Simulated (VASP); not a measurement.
# MgO in VASP: single point with PBEsol

Aim: the single point of MgO with PBEsol.

Everything below comes from runs of VASP 6.6.1. Logs are shortened: lines on timing, memory, paths and dates and some standing lists are left out, and cuts for length are marked.

**1. The cell of the first run**

The cell holds a wire or tube with vacuum around it, 14 atoms: a = 14.000 Å, b = 13.100 Å, c = 3.907 Å, α = 90.00°, β = 90.00°, γ = 90.00°.

**2. Single point, PBEsol, collinear spin, ferromagnetic start**

Input file INCAR:

```
ALGO     = Normal         # electronic algorithm
EDIFF    = 1E-7           # SCF threshold, eV
ENCUT    = 520            # plane-wave cutoff, eV
GGA      = PS             # functional
ISIF     = 2              # what is computed and relaxed
ISMEAR   = 0              # smearing method
ISPIN    = 2              # spin polarisation
LASPH    = T              # aspherical terms in the spheres
LCHARG   = F              # write CHGCAR
LORBIT   = 11             # projections on sites
LREAL    = F              # projectors in reciprocal space
LWAVE    = F              # write WAVECAR
MAGMOM   = 0.3 0.3 0.3 0.3 0.3 0.3 0.3 0.3 0.3 0.3 0.3 0.3 0.3 0.3 # initial moments
NBANDS   = 45             # bands
NELM     = 150            # most SCF steps
PREC     = Accurate       # precision mode
SIGMA    = 0.05           # smearing width, eV
```

Input file KPOINTS:

```
k-points
0
Gamma
  1 1 7
```

Input file POSCAR:

```
MgO
1.0
   14.0000000000      0.0000000000      0.0000000000
    0.0000000000     13.1000000000      0.0000000000
    0.0000000000      0.0000000000      3.9070177109
Mg O
7 7
Direct
    0.3165802772      0.4292073796     -0.0477043017
    0.5714295963      0.4195076901     -0.0477020522
    0.4362208222      0.6505769086     -0.0477042329
    0.4374450460      0.3545019008      0.4522973905
    0.3115909511      0.5799000229      0.4522963652
    0.6933564870      0.3442498078      0.4523082992
    0.5571632357      0.5760277179      0.4522973981
    0.3100333833      0.4254813888      0.4522983519
    0.5694540789      0.4207316250      0.4523074076
    0.4359698995      0.6585352584      0.4522983241
    0.4393639087      0.3476982056      0.9522994384
    0.3058577575      0.5834428409      0.9523003072
    0.6980319880      0.3413677765      0.9523078630
    0.5636284514      0.5776436975      0.9522994415
```

Potentials or basis: VASP PAW PBE potentials, release 64 (Mg, O).

Launch:

```bash
$ cat potpaw_PBE.64/Mg/POTCAR potpaw_PBE.64/O/POTCAR > POTCAR
$ mpirun -np 1 vasp_std > vasp.out
```

OUTCAR:

```text
EDIFF = 1E-7
   ENCUT = 520
   GGA = PS
   ISIF = 2
   ISMEAR = 0
   ISPIN = 2
   LASPH = T
   LORBIT = 11
   LREAL = F
   NELM = 150
   PREC = Accurate

 ion  position               nearest neighbor table
   1  0.317  0.429  0.952-   8 1.96   8 1.96  11 2.02  12 2.03   4 2.76   4 2.76   5 2.78   5 2.78
                             3 3.35   2 3.57
   2  0.571  0.420  0.952-   9 1.95   9 1.95  13 2.05  14 2.07  11 2.07   6 2.78   6 2.78   4 2.84
                             4 2.84   7 2.84   7 2.84   3 3.57   1 3.57
   3  0.436  0.651  0.952-  10 1.96  10 1.96  14 2.02  12 2.03   7 2.76   7 2.76   5 2.78   5 2.78
                             1 3.35   2 3.57
   4  0.437  0.355  0.452-  11 1.96  11 1.96   8 2.01   9 2.04   1 2.76   1 2.76   2 2.84   2 2.84
                             7 3.35   5 3.44   6 3.59
   5  0.312  0.580  0.452-  12 1.96  12 1.96   8 2.02  10 2.02   3 2.78   3 2.78   1 2.78   1 2.78
                             7 3.44   4 3.44
   6  0.693  0.344  0.452-  13 1.95  13 1.95   9 2.00   2 2.78   2 2.78   4 3.59   7 3.59
   7  0.557  0.576  0.452-  14 1.96  14 1.96  10 2.01   9 2.04   3 2.76   3 2.76   2 2.84   2 2.84
                             4 3.35   5 3.44   6 3.59
   8  0.310  0.425  0.452-   1 1.96   1 1.96   4 2.01   5 2.02
   9  0.569  0.421  0.452-   2 1.95   2 1.95   6 2.00   7 2.04   4 2.04
  10  0.436  0.659  0.452-   3 1.96   3 1.96   7 2.01   5 2.02
  11  0.439  0.348  0.952-   4 1.96   4 1.96   1 2.02   2 2.07
  12  0.306  0.583  0.952-   5 1.96   5 1.96   3 2.03   1 2.03
  13  0.698  0.341  0.952-   6 1.95   6 1.95   2 2.05
  14  0.564  0.578  0.952-   7 1.96   7 1.96   3 2.02   2 2.07

  LATTYP: Found a simple orthorhombic cell.
 ALAT       =     3.9070177109
 B/A-ratio  =     3.3529410331
 C/A-ratio  =     3.5832957606

  Lattice vectors:

 A1 = (   0.0000000000,   0.0000000000,  -3.9070177109)
 A2 = (   0.0000000000,  13.1000000000,   0.0000000000)
 A3 = (  14.0000000000,   0.0000000000,   0.0000000000)

Analysis of symmetry for initial positions (statically):
=====================================================================
 Subroutine PRICEL returns:
 Original cell was already a primitive cell.

 Routine SETGRP: Setting up the symmetry group for a
 simple orthorhombic supercell.

 Subroutine GETGRP returns: Found  1 space group operations
 (whereof  1 operations were pure point group operations)
 out of a pool of  8 trial point group operations.

The static configuration has the point symmetry C_1 .

[... 359 lines left out ...]
     40       3.6627      0.00000
 Fermi energy:        -3.5340948514

 spin component 2

 k-point     1 :       0.0000    0.0000    0.0000
  band No.  band energies     occupation
      1     -20.3130      1.00000
      2     -19.8058      1.00000
      3     -19.5430      1.00000
      4     -19.1397      1.00000
      5     -18.9576      1.00000
      6     -18.8277      1.00000
[... 161 lines left out ...]
     39       3.5972      0.00000
     40       3.6626      0.00000
 [bands above 40 left out]

------------------------ aborting loop because EDIFF is reached ----------------------------------------

  FORCE on cell =-STRESS in cart. coord.  units (eV):
  Direction    XX          YY          ZZ          XY          YZ          ZX
  --------------------------------------------------------------------------------------
  -------------------------------------------------------------------------------------
  Total       -0.1889780     -0.1997573     -0.3403049     -0.0102437      0.0001084     -0.0004628
  in kB       -0.4225489     -0.4466512     -0.7609113     -0.0229045      0.0002423     -0.0010349
  external PRESSURE =      -0.5433705 kB  Pullay stress =       0.0000000 kB

 VOLUME and BASIS-vectors are now :
 -----------------------------------------------------------------------------
  energy-cutoff  :      520.00
  volume of cell :      716.55
      direct lattice vectors                 reciprocal lattice vectors
    14.000000000  0.000000000  0.000000000     0.071428571  0.000000000  0.000000000
     0.000000000 13.100000000  0.000000000     0.000000000  0.076335878  0.000000000
     0.000000000  0.000000000  3.907017711     0.000000000  0.000000000  0.255949697

 POSITION                                       TOTAL-FORCE (eV/Angst)
 -----------------------------------------------------------------------------------
      4.43212      5.62262      3.72064         0.009502      0.007283      0.000221
      8.00001      5.49555      3.72064        -0.003408      0.001565      0.000645
      6.10709      8.52256      3.72064        -0.001926     -0.012279      0.000214
      6.12423      4.64397      1.76713         0.004899      0.016004      0.000162
      4.36227      7.59669      1.76713         0.012469     -0.007088      0.000238
      9.70699      4.50967      1.76718        -0.010248      0.005942     -0.000068
      7.80029      7.54596      1.76713        -0.011609     -0.012401      0.000162
      4.34047      5.57381      1.76714        -0.010186     -0.005819     -0.000060
      7.97236      5.51158      1.76717        -0.000029     -0.000027     -0.000527
      6.10358      8.62681      1.76714        -0.000031      0.011935     -0.000206
      6.15109      4.55485      3.72065         0.004611     -0.007237     -0.000143
      4.28201      7.64310      3.72065        -0.009995      0.006191     -0.000244
      9.77245      4.47192      3.72068         0.007125     -0.004469     -0.000159
      7.89080      7.56713      3.72065         0.008826      0.000401     -0.000237
 -----------------------------------------------------------------------------------
    total drift:                                0.000216      0.001754     -0.000231

  FREE ENERGIE OF THE ION-ELECTRON SYSTEM (eV)
  ---------------------------------------------------
  free  energy   TOTEN  =       -80.0776415647 eV

  energy  without entropy=      -80.0776415647  energy(sigma->0) =      -80.07764156

 total charge

# of ion       s       p       d       tot
------------------------------------------
    1        0.167   0.189   0.081   0.437
    2        0.168   0.204   0.092   0.464
    3        0.167   0.189   0.081   0.437
    4        0.165   0.187   0.080   0.432
    5        0.166   0.189   0.082   0.437
    6        0.159   0.161   0.063   0.382
    7        0.165   0.187   0.080   0.432
    8        1.542   3.517   0.000   5.059
    9        1.544   3.570   0.000   5.114
   10        1.542   3.517   0.000   5.059
   11        1.541   3.510   0.000   5.051
   12        1.542   3.515   0.000   5.057
   13        1.540   3.451   0.000   4.990
   14        1.541   3.510   0.000   5.051
--------------------------------------------------
tot         11.949  25.895   0.560  38.403

 magnetization (x)

# of ion       s       p       d       tot
------------------------------------------
    1        0.000   0.000   0.000   0.000
    2        0.000   0.000   0.000   0.000
    3        0.000   0.000   0.000   0.000
    4        0.000   0.000   0.000   0.000
    5        0.000  -0.000   0.000   0.000
    6        0.000   0.000   0.000   0.000
    7        0.000   0.000   0.000   0.000
    8       -0.000  -0.000   0.000  -0.000
    9       -0.000  -0.000   0.000  -0.000
   10       -0.000  -0.000   0.000  -0.000
   11       -0.000  -0.000   0.000  -0.000
   12        0.000  -0.000   0.000  -0.000
   13       -0.000  -0.000   0.000  -0.000
   14       -0.000  -0.000   0.000  -0.000
--------------------------------------------------
tot         -0.000  -0.000   0.000  -0.000
```

OSZICAR:

```text
N       E                     dE             d eps       ncg     rms          rms(c)
DAV:   1     0.494006875980E+03    0.49401E+03   -0.19514E+04   784   0.901E+02
DAV:   2     0.223157849618E+02   -0.47169E+03   -0.44829E+03  1080   0.213E+02
[... 24 lines left out ...]
DAV:  27    -0.800776404545E+02   -0.14992E-05   -0.27580E-07   700   0.306E-03    0.584E-04
DAV:  28    -0.800776408194E+02   -0.36485E-06   -0.87798E-08   630   0.176E-03    0.505E-04
DAV:  29    -0.800776410017E+02   -0.18230E-06   -0.36569E-08   630   0.107E-03    0.315E-04
DAV:  30    -0.800776412025E+02   -0.20086E-06   -0.28547E-08   573   0.939E-04    0.113E-04
DAV:  31    -0.800776414649E+02   -0.26235E-06   -0.17053E-08   563   0.602E-04    0.134E-04
DAV:  32    -0.800776415647E+02   -0.99834E-07   -0.85221E-09   576   0.356E-04
   1 F= -.80077642E+02 E0= -.80077642E+02  d E =-.944698E-14  mag=     0.0000
```

Wall time 18 min (1 thread of Oxide Virtual Turin-like, shared host); peak memory 0.92 GiB.

What came out:

```
Free energy                                           : -80.0776 eV
Largest force                                         : 0.017 eV/Å
Band gap on the k mesh                                : 3.18 eV
Net moment                                            : 0.00 μB per cell
Valence electrons inside the program's atomic spheres : Mg 0.44, 0.46, 0.43, 0.38 (each value once); O 5.06, 5.11, 5.05, 4.99 (each value once)
```

Forces on the atoms (eV/Å):
```
Mg   0.010  0.007  0.000
Mg  -0.003  0.002  0.001
Mg  -0.002 -0.012  0.000
Mg   0.005  0.016  0.000
Mg   0.012 -0.007  0.000
Mg  -0.010  0.006  0.000
Mg  -0.012 -0.012  0.000
O   -0.010 -0.006  0.000
O    0.000  0.000 -0.001
O    0.000  0.012  0.000
O    0.005 -0.007  0.000
O   -0.010  0.006  0.000
O    0.007 -0.004  0.000
O    0.009  0.000  0.000
```

Levels at points of the mesh, in eV from the valence-band top:
Spin up:
| k point | band 26 | band 27 | band 28 | band 29 | band 30 | band 31 |
| --- | --- | --- | --- | --- | --- | --- |
| (0.00, 0.00, 0.00) | -0.24 | -0.14 | 0.00 | 3.18 | 4.04 | 4.56 |
Spin down:
```tsv
k point	band 24	band 25	band 26	band 27	band 28	band 29	band 30	band 31	band 32	band 33
(0.00, 0.00, 0.00)	-0.40	-0.33	-0.24	-0.14	0.00	3.18	4.04	4.56	4.82	5.10
```

Caveat: the PAW data sets were made with another functional, which shifts forces and pressure a little.
